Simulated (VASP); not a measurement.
A run of VASP 6.6.1 is set up as follows.

File INCAR:

```
PREC = Accurate
ENCUT = 520
EDIFF = 1E-7
ISMEAR = 0
SIGMA = 0.1
LREAL = F
LASPH = T
NELM = 100
ALGO = Normal
ISIF = 2
LWAVE = F
LCHARG = T
GGA = PS
LELF = T
LVHAR = T
NBANDS = 16
```

The input KPOINTS:

```
Automatic mesh
0
Gamma
  12 12 12
```

The input POSCAR:

```
Al2Au
1.0
    0.0000000000      3.0312124286      3.0312124286
    3.0312124286      0.0000000000      3.0312124286
    3.0312124286      3.0312124286      0.0000000000
Al Au
2 1
Direct
    0.2500000000      0.2500000000      0.2500000000
    0.7500000000      0.7500000000      0.7500000000
    0.0000000000      0.0000000000      0.0000000000
```

Potentials or basis: VASP PAW PBE potentials, release 64 (Al, Au).

The run is started by

```bash
$ cat potpaw_PBE.64/Al/POTCAR potpaw_PBE.64/Au/POTCAR > POTCAR
$ mpirun -np 1 vasp_std > vasp.out
```

Problem. What does it give for the pressure?

Solution. -3.3 GPa.

Problem. What does it give for the band gap on the k mesh?

Solution. Zero (an odd number of electrons rules out a gap without spin polarisation).

Caveat: the cell stands under tension; the PAW data sets were made with another functional, which shifts forces and pressure a little; spin-orbit coupling is left out, which moves the levels of the heavy elements.
